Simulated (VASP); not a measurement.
# AlNi (P4/mmm) in VASP: further runs

Runs on AlNi. Level: PBEsol. Tasks: relaxation of shape and atoms at fixed volume.

Program: VASP 6.6.1. These are calculated values, not measurements. Logs are shortened: lines on timing, memory, paths and dates and some standing lists are left out, and cuts for length are marked.

### Step 1. The cell of the first run

It takes space group P4/mmm (No. 123, tetragonal). The conventional cell has a = 2.887 Å, b = 2.887 Å, c = 2.898 Å, α = 90.00°, β = 90.00°, γ = 90.00°. Within 3.3 Å of Al (site symmetry 4/mmm) lie 8 Ni at 2.50 Å and 6 Al at 2.89 to 2.90 Å. Within 3.3 Å of Ni (site symmetry 4/mmm) lie 8 Al at 2.50 Å and 6 Ni at 2.89 to 2.90 Å.

### Step 2. Relaxation of shape and atoms at fixed volume, PBEsol (12.08 Å³/atom)

File INCAR:

```
SYSTEM = AlNi
PREC = Accurate ; ENCUT = 600
EDIFF = 1E-6 ; ISMEAR = 0
SIGMA = 0.1 ; LREAL = .False.
LASPH = .True. ; NELM = 100
ALGO = Fast ; ISIF = 4
LWAVE = .False. ; LCHARG = .False.
GGA = PS ; IBRION = 2
NSW = 50 ; EDIFFG = -0.01
```

File KPOINTS:

```
regular mesh
0
Gamma
  16 16 14
  0 0 0
```

File POSCAR:

```
AlNi
1.0
    2.0413425383     -2.0413644544      0.0000000000
    2.0413425383      2.0413644544      0.0000000000
    0.0000000000      0.0000000000      2.8978206473
Al Ni
1 1
Direct
    0.0000000000      0.0000000000      0.0000000000
    0.5000000000      0.5000000000      0.5000000000
```

Potentials or basis: VASP PAW PBE potentials, release 64 (Al, Ni).

Run with:

```sh
> cat potpaw_PBE.64/Al/POTCAR potpaw_PBE.64/Ni/POTCAR > POTCAR
> mpirun -np 1 vasp_std > vasp.out
```

OUTCAR:

```text
SYSTEM = AlNi
   PREC = Accurate
   ENCUT = 600
   EDIFF = 1E-6
   ISMEAR = 0
   LREAL = .False.
   LASPH = .True.
   NELM = 100
   ISIF = 4
   GGA = PS
   IBRION = 2
   NSW = 50
   EDIFFG = -0.01

 ion  position               nearest neighbor table
   1  0.000  0.000  0.000-   2 2.50   2 2.50   2 2.50   2 2.50   2 2.50   2 2.50   2 2.50   2 2.50

   2  0.500  0.500  0.500-   1 2.50   1 2.50   1 2.50   1 2.50   1 2.50   1 2.50   1 2.50   1 2.50

  LATTYP: Found a base centered orthorhombic cell.
 ALAT       =     4.0826850766
 B/A-ratio  =     1.0000107361
 C/A-ratio  =     0.7097830455

  Lattice vectors:

 A1 = (   2.0413425383,  -2.0413644544,   0.0000000000)
 A2 = (   2.0413425383,   2.0413644544,   0.0000000000)
 A3 = (   0.0000000000,   0.0000000000,   2.8978206473)

Analysis of symmetry for initial positions (statically):
=====================================================================
 Subroutine PRICEL returns:
 Original cell was already a primitive cell.

 Routine SETGRP: Setting up the symmetry group for a
 base centered orthorhombic supercell.

 Subroutine GETGRP returns: Found  8 space group operations
 (whereof  8 operations were pure point group operations)
 out of a pool of  8 trial point group operations.

The static configuration has the point symmetry D_2h.

Analysis of symmetry for dynamics (positions and initial velocities):
=====================================================================
 Subroutine PRICEL returns:
 Original cell was already a primitive cell.

 Routine SETGRP: Setting up the symmetry group for a
 base centered orthorhombic supercell.

 Subroutine GETGRP returns: Found  8 space group operations
 (whereof  8 operations were pure point group operations)
 out of a pool of  8 trial point group operations.

The dynamic configuration has the point symmetry D_2h.

 Subroutine INISYM returns: Found  8 space group operations
 (whereof  8 operations are pure point group operations),
 and found     1 'primitive' translations

----------------------------------------------------------------------------------------

                                     Primitive cell

  volume of cell :      24.1512

  direct lattice vectors                    reciprocal lattice vectors
     2.041342538 -2.041364454  0.000000000     0.244936845 -0.244934215  0.000000000
     2.041342538  2.041364454  0.000000000     0.244936845  0.244934215  0.000000000
     0.000000000  0.000000000  2.897820647     0.000000000  0.000000000  0.345086919

  length of vectors
     2.886909800  2.886909800  2.897820647     0.346391148  0.346391148  0.345086919

  position of ions in fractional coordinates (direct lattice)
     0.000000000  0.000000000  0.000000000
     0.500000000  0.500000000  0.500000000

  ion indices of the primitive-cell ions
   primitive index   ion index
                 1           1
                 2           2

----------------------------------------------------------------------------------------

 KPOINTS: regular mesh

Automatic generation of k-mesh.
 Grid dimensions read from file:
 generate k-points for:   16   16   14

 Generating k-lattice:

  Cartesian coordinates                     Fractional coordinates (reciprocal lattice)
     0.015308553 -0.015308388  0.000000000     0.062500000  0.000000000  0.000000000
     0.015308553  0.015308388  0.000000000     0.000000000  0.062500000  0.000000000
     0.000000000  0.000000000  0.024649066     0.000000000  0.000000000  0.071428571

  Length of vectors
     0.021649447  0.021649447  0.024649066

  Shift w.r.t. Gamma in fractional coordinates (k-lattice)
     0.000000000  0.000000000  0.000000000

 Subroutine IBZKPT returns following result:
 ===========================================

 Found    584 irreducible k-points:

 Following reciprocal coordinates:
            Coordinates               Weight
  0.000000  0.000000  0.000000      1.000000
  0.062500  0.000000  0.000000      4.000000
  0.125000  0.000000  0.000000      4.000000
  0.187500  0.000000  0.000000      4.000000
  0.250000  0.000000  0.000000      4.000000
  0.312500  0.000000  0.000000      4.000000
[... 16 lines left out ...]
 -0.125000  0.062500  0.000000      4.000000
 -0.062500  0.062500  0.000000      2.000000
 [... further k-points ...]
   k-points           NKPTS =    584   k-points in BZ     NKDIM =    584   number of bands    NBANDS=     10
   number of dos      NEDOS =    301   number of ions     NIONS =      2
   total plane-waves  NPLWV =  13824
   dimension x,y,z NGX =    24 NGY =   24 NGZ =   24
   dimension x,y,z NGXF=    48 NGYF=   48 NGZF=   48
   ions per type =               1   1
   NGX,Y,Z   is equivalent  to a cutoff of  13.82, 13.82, 13.77 a.u.
   NGXF,Y,Z  is equivalent  to a cutoff of  27.64, 27.64, 27.54 a.u.
 SYSTEM =  AlNi
   PREC   = accura    normal or accurate (medium, high low for compatibility)
   ISTART =      0    job   : 0-new  1-cont  2-samecut
   ICHARG =      2    charge: 1-file 2-atom 10-const
   ISPIN  =      1    spin polarized calculation?
   LNONCOLLINEAR =      F non collinear calculations
   LSORBIT =      F    spin-orbit coupling
   LASPH  =      T    aspherical Exc in radial PAW
   ENCUT  =  600.0 eV  44.10 Ry    6.64 a.u.   5.77  5.77  5.79*2*pi/ulx,y,z
   NELM   =    100;   NELMIN=  2; NELMDL= -5     # of ELM steps
   EDIFF  = 0.1E-05   stopping-criterion for ELM
   LREAL  =      F    real-space projection
   EDIFFG = -.1E-01   stopping-criterion for IOM
   NSW    =     50    number of steps for IOM
   IBRION =      2    ionic relax: 0-MD 1-quasi-New 2-CG
   NFREE  =      1    steps in history (QN), initial steepest desc. (CG)
   ISIF   =      4    stress and relaxation
   ISYM   =      2    0-nonsym 1-usesym 2-fastsym
   POTIM  = 0.5000    time-step for ionic-motion
   TEBEG  =    0.0;   TEEND  =   0.0 temperature during run
   PSTRESS=    0.0 pullay stress
   NELECT =      13.0000    total number of electrons
   NUPDOWN=      -1.0000    fix difference up-down
   EMIN   =  10.00;   EMAX   =-10.00  energy-range for DOS
   EFERMI =   0.00;   METHOD = LEGACY
   ISMEAR =     0;   SIGMA  =   0.10  broadening in eV -4-tet -1-fermi 0-gaus
   EFERMI_NEDOS =   21; number of points for ismear=-14 and -15
   IALGO  =     68    algorithm
   IMIX   =      4    mixing-type and parameters
     AMIX     =   0.40;   BMIX     =  1.00
     AMIX_MAG =   1.60;   BMIX_MAG =  1.00
  volume/ion in A,a.u.               =      12.08        81.49
  Fermi-wavevector in a.u.,A,eV,Ry     =   1.331711  2.516569 24.129307  1.773454
  Thomas-Fermi vector in A             =   2.460701
   LORBIT       =      0    0 simple, 1 ext, 2 COOP (PROOUT), +10 PAW based schemes
   GGA     = PS    functional components
   LHFCALC =     F    Hartree Fock is set to
   AEXX    =    0.0000 exact exchange contribution
   IVDW    =     0    specifies the selected vdW correction
   LEPSILON=     F    determine dielectric tensor
   LRPA    =     F    only Hartree local field effects (RPA)
 conjugate gradient relaxation of ions
 non-spin polarized calculation
 RMM-DIIS sequential band-by-band and
 Gauss-broadening in eV      SIGMA  =   0.10
  energy-cutoff  :      600.00
  volume of cell :       24.15
 maximum number of plane-waves:       840
   NGX = 11   NGY = 11   NGZ = 11

 number of electron      13.0000013 magnetization

 Free energy of the ion-electron system (eV)
  ---------------------------------------------------
  ext. energy  EPLUGINS =         0.00000000
  ---------------------------------------------------
  free energy    TOTEN  =       -11.57859383 eV

  energy without entropy =      -11.57492730  energy(sigma->0) =      -11.57676057

 E-fermi :   9.7573     XC(G=0): -12.1179

 val. band max:        9.7411982208   @ k =   0.5000   0.3125   0.4286
 cond. band min:       9.7689714339   @ k =   0.1875   0.1250   0.3571
 fundamental gap:      0.0277732131
 Fermi energy:         9.7572869443

 k-point     1 :       0.0000    0.0000    0.0000
  band No.  band energies     occupation
      1      -1.2917      2.00000
      2       6.5801      2.00000
      3       6.5805      2.00000
      4       8.2449      2.00000
      5       8.2450      2.00000
      6       8.2532      2.00000
      7      15.1326      0.00000
      8      15.2662      0.00000
      9      15.2662      0.00000
     10      17.8655      0.00000

 k-point     2 :       0.0625    0.0000    0.0000
  band No.  band energies     occupation
      1      -1.2200      2.00000
      2       6.5757      2.00000
      3       6.5970      2.00000
      4       8.2132      2.00000
      5       8.2221      2.00000
      6       8.2483      2.00000
      7      14.4781      0.00000
      8      15.2279      0.00000
      9      15.3608      0.00000
     10      17.8920      0.00000

 k-point     3 :       0.1250    0.0000    0.0000
  band No.  band energies     occupation
      1      -1.0058      2.00000
      2       6.5479      2.00000
      3       6.6454      2.00000
      4       8.1255      2.00000
      5       8.1360      2.00000
      6       8.2578      2.00000
      7      13.0991      0.00000
      8      15.5065      0.00000
      9      15.6377      0.00000
     10      17.8929      0.00000

 k-point     4 :       0.1875    0.0000    0.0000
  band No.  band energies     occupation
      1      -0.6513      2.00000
      2       6.4503      2.00000
      3       6.7190      2.00000
      4       8.0009      2.00000
      5       8.0137      2.00000
      6       8.2720      2.00000
      7      11.7419      0.00000
      8      15.9506      0.00000
      9      16.0794      0.00000
     10      17.9171      0.00000
[... 222 lines left out ...]
 k-point    22 :      -0.1875    0.0625    0.0000
  band No.  band energies     occupation
      1      -0.5810      2.00000
      2       6.4722      2.00000
      3       6.7203      2.00000
      4       7.9730      2.00000
      5       8.0043      2.00000
      6       8.2435      2.00000
      7      11.8036      0.00000
      8      15.2364      0.00000
      9      16.0418      0.00000
     10      18.4560      0.00000

 k-point    23 :      -0.1250    0.0625    0.0000
  band No.  band energies     occupation
      1      -0.9347      2.00000
      2       6.5640      2.00000
      3       6.6466      2.00000
      4       8.0992      2.00000
      5       8.1274      2.00000
      6       8.2291      2.00000
      7      13.1560      0.00000
      8      14.8556      0.00000
      9      15.5998      0.00000
     10      18.3747      0.00000

 k-point    24 :      -0.0625    0.0625    0.0000
  band No.  band energies     occupation
      1      -1.1485      2.00000
      2       6.5837      2.00000
      3       6.6026      2.00000
      4       8.1893      2.00000
      5       8.2086      2.00000
      6       8.2250      2.00000
      7      14.4112      0.00000
      8      14.7302      0.00000
      9      15.3226      0.00000
     10      18.2301      0.00000

 [... further k-points ...]
[... 5 lines left out ...]
  --------------------------------------------------------------------------------------
  -------------------------------------------------------------------------------------
  Total       -0.7064563     -0.7068601     -0.7028431      0.0000000      0.0000000      0.0000000
  in kB      -46.8660056    -46.8927918    -46.6263118      0.0000000      0.0000000      0.0000000
  external PRESSURE =     -46.7950364 kB  Pullay stress =       0.0000000 kB

 VOLUME and BASIS-vectors are now :
 -----------------------------------------------------------------------------
  energy-cutoff  :      600.00
  volume of cell :       24.15
      direct lattice vectors                 reciprocal lattice vectors
     2.041342538 -2.041364454  0.000000000     0.244936845 -0.244934215  0.000000000
     2.041342538  2.041364454  0.000000000     0.244936845  0.244934215  0.000000000
     0.000000000  0.000000000  2.897820647     0.000000000  0.000000000  0.345086919

 POSITION                                       TOTAL-FORCE (eV/Angst)
 -----------------------------------------------------------------------------------
      0.00000      0.00000      0.00000         0.000000      0.000000      0.000000
      2.04134      0.00000      1.44891        -0.000000      0.000000      0.000000
 -----------------------------------------------------------------------------------
    total drift:                                0.000000     -0.000000     -0.000000

  FREE ENERGIE OF THE ION-ELECTRON SYSTEM (eV)
  ---------------------------------------------------
  free  energy   TOTEN  =       -11.5785938295 eV

  energy  without entropy=      -11.5749273018  energy(sigma->0) =      -11.57676057

 reached required accuracy - stopping structural energy minimisation
```

Wall time 1.9 min (1 thread of AMD EPYC 7R43 (Zen 3), shared host); peak memory 0.28 GiB.

What came out:

| Item | Value |
| --- | --- |
| Free energy | -11.5786 eV |
| Pressure after relaxing | -4.7 GPa |
| Band gap on the k mesh | zero (an odd number of electrons rules out a gap without spin polarisation) |

Final structure:
```cif
data_structure
_symmetry_space_group_name_H-M 'P 1'
_symmetry_Int_Tables_number 1
_cell_length_a 2.8869
_cell_length_b 2.8869
_cell_length_c 2.8978
_cell_angle_alpha 90.000
_cell_angle_beta 90.000
_cell_angle_gamma 90.001
_cell_volume 24.15
loop_
_atom_site_label
_atom_site_type_symbol
_atom_site_fract_x
_atom_site_fract_y
_atom_site_fract_z
_atom_site_occupancy
Al1 Al 0.00000 0.00000 0.00000 1
Ni1 Ni 0.50000 0.50000 0.50000 1
```

Levels at points of the mesh, in eV from the Fermi level:
```tsv
k point	band 3	band 4	band 5	band 6	band 7	band 8	band 9	band 10
(0.00, 0.00, 0.00)	-3.18	-1.51	-1.51	-1.50	5.38	5.51	5.51	8.11
(0.50, 0.00, 0.00)	-2.71	-2.22	-2.20	-1.42	-0.62	8.30	9.87	10.00
(0.50, 0.50, 0.00)	-2.82	-2.82	-2.04	-2.04	-0.99	1.48	2.48	12.13
(0.00, 0.00, 0.50)	-2.72	-2.20	-2.20	-1.42	-0.65	8.30	9.98	9.98
(0.50, 0.00, 0.50)	-2.86	-2.84	-2.03	-2.03	-0.99	1.44	2.45	12.22
(0.50, 0.50, 0.50)	-4.03	-0.96	-0.96	2.00	2.00	2.00	3.65	4.43
```

Caveat: the PAW data sets were made with another functional, which shifts forces and pressure a little.

### Step 3. Relaxation of shape and atoms at fixed volume, PBEsol (12.43 Å³/atom)

This run uses another cell than the first one, of 12.43 Å³/atom.

File INCAR:

```
PREC = Accurate
ENCUT = 600
EDIFF = 1E-6
ISMEAR = 0
SIGMA = 0.1
LREAL = False
LASPH = True
NELM = 60
ALGO = Fast
ISIF = 4
LWAVE = False
LCHARG = False
GGA = PS
IBRION = 2
NSW = 50
EDIFFG = -0.01
```

File KPOINTS:

```
Automatic mesh
0
Gamma
  16 16 14
```

File POSCAR:

```
AlNi
1.0
    2.0609720361     -2.0609941630      0.0000000000
    2.0609720361      2.0609941630      0.0000000000
    0.0000000000      0.0000000000      2.9256860168
Al Ni
1 1
Direct
    0.0000000000      0.0000000000      0.0000000000
    0.5000000000      0.5000000000      0.5000000000
```

Potentials or basis: VASP PAW PBE potentials, release 64 (Al, Ni).

Run with:

```sh
> cat potpaw_PBE.64/Al/POTCAR potpaw_PBE.64/Ni/POTCAR > POTCAR
> mpirun -np 1 vasp_std > vasp.out
```

Wall time 2 min (1 thread of AMD EPYC 7R43 (Zen 3), shared host); peak memory 0.29 GiB.

Results (log left out):

| Item | Value |
| --- | --- |
| Free energy | -11.5489 eV |
| Pressure after relaxing | -8.2 GPa |
| Band gap on the k mesh | zero (an odd number of electrons rules out a gap without spin polarisation) |

Final structure:
```
Al Ni
1.0
     2.06097   -2.06099    0.00000
     2.06097    2.06099    0.00000
     0.00000    0.00000    2.92569
Al Ni
1 1
Direct
  0.00000 0.00000 0.00000
  0.50000 0.50000 0.50000
```

Levels at points of the mesh, in eV from the Fermi level:
```
           k point  band 3  band 4  band 5  band 6  band 7  band 8  band 9  band 10
(0.00, 0.00, 0.00)   -3.04   -1.46   -1.46   -1.45    5.26    5.39    5.39     8.04
(0.50, 0.00, 0.00)   -2.60   -2.14   -2.12   -1.37   -0.61    8.26    9.74     9.86
(0.50, 0.50, 0.00)   -2.74   -2.74   -1.96   -1.96   -0.95    1.43    2.35    11.82
(0.00, 0.00, 0.50)   -2.60   -2.12   -2.12   -1.37   -0.63    8.26    9.84     9.88
(0.50, 0.00, 0.50)   -2.78   -2.76   -1.95   -1.95   -0.96    1.39    2.32    11.90
(0.50, 0.50, 0.50)   -3.89   -0.93   -0.92    2.02    2.03    2.03    3.40     4.31
```

Caveat: the PAW data sets were made with another functional, which shifts forces and pressure a little. Spin polarisation is off, so any magnetic state and its effect on volume and gap are missing.

### Step 4. Relaxation of shape and atoms at fixed volume, PBEsol (12.90 Å³/atom)

This run uses another cell than the first one, of 12.90 Å³/atom.

File INCAR:

```
ALGO = Fast ; EDIFF = 1E-6
EDIFFG = -0.01 ; ENCUT = 600
GGA = PS ; IBRION = 2
ISIF = 4 ; ISMEAR = 0
LASPH = True ; LCHARG = False
LREAL = False ; LWAVE = False
NELM = 80 ; NSW = 50
PREC = Accurate ; SIGMA = 0.1
```

File KPOINTS:

```
k-points
0
Gamma
  16 16 14
```

File POSCAR:

```
AlNi
1.0
    2.0865767913     -2.0865991931      0.0000000000
    2.0865767913      2.0865991931      0.0000000000
    0.0000000000      0.0000000000      2.9620336590
Al Ni
1 1
Direct
    0.0000000000      0.0000000000      0.0000000000
    0.5000000000      0.5000000000      0.5000000000
```

Run with:

```sh
> cat potpaw_PBE.64/Al/POTCAR potpaw_PBE.64/Ni/POTCAR > POTCAR
> mpirun -np 1 vasp_std > vasp.out
```

It took 2.2 min on 1 thread of AMD EPYC 7R43 (Zen 3), shared host; peak memory 0.3 GiB.

The run converged. Its results:

* Free energy: -11.4840 eV
* Pressure after relaxing: -13.5 GPa
* Band gap on the k mesh: zero (an odd number of electrons rules out a gap without spin polarisation)

Final structure:
```xyz
2
Lattice="2.0866 -2.0866 0.0000 2.0866 2.0866 0.0000 0.0000 0.0000 2.9620" Properties=species:S:1:pos:R:3 pbc="T T T"
Al    0.0000    0.0000    0.0000
Ni    2.0866    0.0000    1.4810
```

Levels at points of the mesh, in eV from the Fermi level:
```csv
k point,band 4,band 5,band 6,band 7,band 8,band 9,band 10
"(0.00, 0.00, 0.00)",-1.39,-1.39,-1.38,5.11,5.24,5.24,7.90
"(0.50, 0.00, 0.00)",-2.03,-2.02,-1.31,-0.59,8.21,9.56,9.68
"(0.50, 0.50, 0.00)",-2.65,-1.87,-1.87,-0.91,1.36,2.18,11.42
"(0.00, 0.00, 0.50)",-2.02,-2.02,-1.30,-0.61,8.21,9.66,9.67
"(0.50, 0.00, 0.50)",-2.66,-1.85,-1.85,-0.91,1.33,2.15,11.51
"(0.50, 0.50, 0.50)",-0.89,-0.88,2.05,2.05,2.05,3.09,4.16
```

Caveat: the PAW data sets were made with another functional, which shifts forces and pressure a little.

### Step 5. The runs side by side

```tsv
cell	gap on the mesh (eV)	pressure (GPa)
relaxed from a = 2.887, b = 2.887, c = 2.898 Å, 2 atoms	none	-4.7
relaxed from a = 2.915, b = 2.915, c = 2.926 Å, 2 atoms	none	-8.2
relaxed from a = 2.951, b = 2.951, c = 2.962 Å, 2 atoms	none	-13.5
```

Alike in all rows: task relaxation of shape and atoms at fixed volume; level PBEsol; potentials or basis VASP PAW PBE potentials, release 64 (Al, Ni); no spin polarisation; k mesh 16 × 16 × 14; cutoff (eV) 600; smearing gaussian 0.1 eV.

Caveats: the PAW data sets were made with another functional, which shifts forces and pressure a little.

Total energies depend on the potentials used, so only differences within one code and one set of settings carry meaning.

The gap in the log of VASP goes by the Fermi energy; the results here count the filled bands.